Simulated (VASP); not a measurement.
A run of VASP 6.6.1 is set up as follows.

Contents of INCAR:

```
SYSTEM = Be
  PREC = Accurate
  ENCUT = 600
  EDIFF = 1E-6
  ISMEAR = 0
  SIGMA = 0.1
  LREAL = .False.
  LASPH = .True.
  NELM = 120
  ALGO = Normal
  ISIF = 2
  LWAVE = .False.
  LCHARG = .False.
  GGA = PE
  NBANDS = 9
  GGA_COMPAT = .False.
```

Contents of KPOINTS:

```
regular mesh
0
Gamma
  12 12 7
  0 0 0
```

File POSCAR:

```
Be
1.0
    2.2932002400      0.0000000000      0.0000000000
   -1.1466001200      1.9859696600      0.0000000000
    0.0000000000      0.0000000000      3.5930000000
Be
2
Direct
    0.3333333300      0.6666666700      0.2500000000
    0.6666666700      0.3333333300      0.7500000000
```

Potentials or basis: VASP PAW PBE potentials, release 64 (Be).

Command:

```console
$ cat potpaw_PBE.64/Be/POTCAR > POTCAR
$ mpirun -np 1 vasp_std > vasp.out
```

**Question.** Predict the pressure.

**Answer.** -3.8 GPa.

**Question.** Predict the band gap on the k mesh.

**Answer.** Zero (band 2 reaches 7.53 eV, above the bottom of band 3 at 5.66 eV).

Stress tensor (GPa, compression positive):
```
-4.26  0.00  0.00
 0.00 -4.26  0.00
 0.00  0.00 -3.03
```
